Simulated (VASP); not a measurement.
## Rh: single point with PBE

Crystal: Rh.

```
Rh
1.0
     2.58860    0.00000    0.00000
    -1.29430    2.24179    0.00000
     0.00000    0.00000    4.66580
Rh
2
Direct
  0.66667 0.33333 0.75000
  0.33333 0.66667 0.25000
```

| Item | Value |
| --- | --- |
| Program | VASP 6.6.1 |
| Task | single point |
| Functional | PBE |
| Potentials or basis | VASP PAW PBE potentials, release 64 (Rh_pv) |
| Cutoff | 520 eV |
| k mesh | 18 × 18 × 10 |
| Occupations | gaussian, width 0.15 eV |
| Spin | no spin polarisation |

```
Pressure               : 15.2 GPa
Band gap on the k mesh : zero (band 15 reaches 13.35 eV, above the bottom of band 16 at 10.63 eV)
```

Stress tensor (GPa, compression positive):
```
27.02  0.00  0.00
 0.00 27.02  0.00
 0.00  0.00 -8.44
```

Levels at points of the mesh, in eV from the Fermi level:
| k point | band 12 | band 13 | band 14 | band 15 | band 16 | band 17 | band 18 | band 19 |
| --- | --- | --- | --- | --- | --- | --- | --- | --- |
| (0.00, 0.00, 0.00) | -2.70 | -2.70 | -1.12 | -1.12 | -0.21 | 0.31 | 0.31 | 7.30 |
| (0.50, 0.00, 0.00) | -2.49 | -1.72 | 0.41 | 1.07 | 1.23 | 3.40 | 5.61 | 10.10 |
| (0.00, 0.00, 0.50) | -3.01 | -3.01 | -3.01 | -0.23 | -0.23 | -0.23 | -0.23 | 13.34 |
| (0.50, 0.00, 0.50) | -1.26 | -0.22 | -0.22 | 1.16 | 1.16 | 2.90 | 2.90 | 9.94 |

Run time: 63 s on 1 thread of Intel(R) Xeon(R) Platinum 8559C (Emerald Rapids), on a shared host, peak memory 0.21 GiB.
